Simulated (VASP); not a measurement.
A run of VASP 6.6.1 is set up as follows.

The input INCAR:

```
PREC     = Accurate       # precision mode
ENCUT    = 500            # plane-wave cutoff, eV
EDIFF    = 1E-6           # SCF threshold, eV
ISMEAR   = 0              # smearing method
SIGMA    = 0.1            # smearing width, eV
LREAL    = F              # projectors in reciprocal space
LASPH    = T              # aspherical terms in the spheres
NELM     = 120            # most SCF steps
ALGO     = Normal         # electronic algorithm
ISIF     = 2              # what is computed and relaxed
LWAVE    = F              # write WAVECAR
LCHARG   = T              # write CHGCAR
GGA      = PS             # functional
LELF     = T              # ELF
LVHAR    = T            
NBANDS   = 21             # bands
GGA_COMPAT= F
```

The input KPOINTS:

```
Automatic mesh
0
Gamma
  3 3 1
```

The input POSCAR:

```
PbI2
1.0
    4.7583550253      0.0000000000      0.0000000000
   -2.3791775127      4.1208563322      0.0000000000
    0.0000000000      0.0000000000      7.2884806774
Pb I
1 2
Direct
    0.0000000000      0.0000000000      0.0000000000
    0.3333333333      0.6666666667      0.2650000000
    0.6666666667      0.3333333333      0.7350000000
```

Potentials or basis: VASP PAW PBE potentials, release 64 (Pb_d, I).

Command:

```console
$ cat potpaw_PBE.64/Pb_d/POTCAR potpaw_PBE.64/I/POTCAR > POTCAR
$ mpirun -np 1 vasp_std > vasp.out
```

Problem. What does it give for the largest force?

Solution. 0.492 eV/Å.

Problem. Estimate the pressure.

Solution. -2.8 GPa.

Problem. Estimate the band gap on the k mesh.

Solution. 2.68 eV, indirect (least direct gap 2.92 eV).

Forces on the atoms (eV/Å):
```
Pb   0.000  0.000  0.000
I    0.000  0.000 -0.492
I    0.000  0.000  0.492
```

Caveat: the k points lie up to 0.86 Å⁻¹ apart; the PAW data sets were made with another functional, which shifts forces and pressure a little; spin-orbit coupling is left out, which moves the levels of the heavy elements; this functional lacks dispersion, which binds the layers, so the pressure and a relaxed spacing across them are unreliable. A k mesh can miss the band edges.
